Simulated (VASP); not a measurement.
A run of VASP 6.6.1:

The input INCAR:

```
  PREC = Accurate
  ENCUT = 520
  EDIFF = 1E-7
  ISMEAR = -1
  SIGMA = 0.05
  LREAL = F
  LASPH = T
  NELM = 80
  ALGO = Normal
  ISIF = 2
  LWAVE = F
  LCHARG = F
  GGA = PE
  NBANDS = 19
```

KPOINTS

```
regular mesh
0
Gamma
  14 14 8
```

POSCAR

```
Zr
1.0
    3.2123658828      0.0000000000      0.0000000000
   -1.6061829414      2.7819904608      0.0000000000
    0.0000000000      0.0000000000      5.1409693357
Zr
2
Direct
    0.3333333333      0.6666666667      0.2500000000
    0.6666666667      0.3333333333      0.7500000000
```

Potentials or basis: VASP PAW PBE potentials, release 64 (Zr_sv).

The run is started by

```console
$ cat potpaw_PBE.64/Zr_sv/POTCAR > POTCAR
$ mpirun -np 1 vasp_std > vasp.out
```

Hardware: 1 thread of AMD EPYC 7R13, with other jobs on the host.

Q: How long does it take, and how much memory?

A: It took 110 s on 1 thread of AMD EPYC 7R13, on a shared host, peak memory 0.19 GiB. Counts: scf iterations 12, k points 120.
